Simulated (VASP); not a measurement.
A run of VASP 6.6.1:

The input INCAR:

```
PREC     = Accurate       # precision mode
ENCUT    = 500            # plane-wave cutoff, eV
EDIFF    = 1E-7           # SCF threshold, eV
ISMEAR   = 0              # smearing method
SIGMA    = 0.01           # smearing width, eV
LREAL    = False          # projectors in reciprocal space
LASPH    = True           # aspherical terms in the spheres
NELM     = 120            # most SCF steps
ALGO     = Normal         # electronic algorithm
ISIF     = 3              # what is computed and relaxed
LWAVE    = False          # write WAVECAR
LCHARG   = False          # write CHGCAR
GGA      = PE             # functional
IBRION   = 2              # ionic algorithm
NSW      = 100            # ionic steps
EDIFFG   = -0.01          # ionic threshold
GGA_COMPAT= False        
NELMIN   = 4            
KPAR     = 4
```

File KPOINTS:

```
Automatic mesh
0
Gamma
  8 8 8
```

The input POSCAR:

```
Sn3PbSe4
1.0
   -3.0520320000      3.0520320000      6.1044420000
    3.0520320000     -3.0520320000      6.1044420000
    3.0520320000      3.0520320000     -6.1044420000
Sn Pb Se
3 1 4
Direct
    0.7500000000      0.2500000000      0.5000000000
    0.5000000000      0.5000000000      0.0000000000
    0.2500000000      0.7500000000      0.5000000000
    0.0000000000      0.0000000000      0.0000000000
    0.7464020000      0.7464020000      0.0000000000
    0.5000000000      0.0000000000      0.5000000000
    0.2535980000      0.2535980000      0.0000000000
    0.0000000000      0.5000000000      0.5000000000
```

Potentials or basis: VASP PAW PBE potentials, release 64 (Sn_d, Pb_d, Se).

Run with:

```bash
$ cat potpaw_PBE.64/Sn_d/POTCAR potpaw_PBE.64/Pb_d/POTCAR potpaw_PBE.64/Se/POTCAR > POTCAR
$ mpirun -np 4 vasp_std > vasp.out
```

Hardware: 4 MPI ranks on Intel(R) Xeon(R) Platinum 8259CL CPU @ 2.50GHz (Skylake/Cascade Lake), with other jobs on the host.

**Question.** Estimate the wall time of this run.

**Answer.** It took 4.8 min on 4 MPI ranks on Intel(R) Xeon(R) Platinum 8259CL CPU @ 2.50GHz (Skylake/Cascade Lake), on a shared host, peak memory 0.8 GiB a rank. Counts: scf iterations 14, k points 59, ion steps 1.
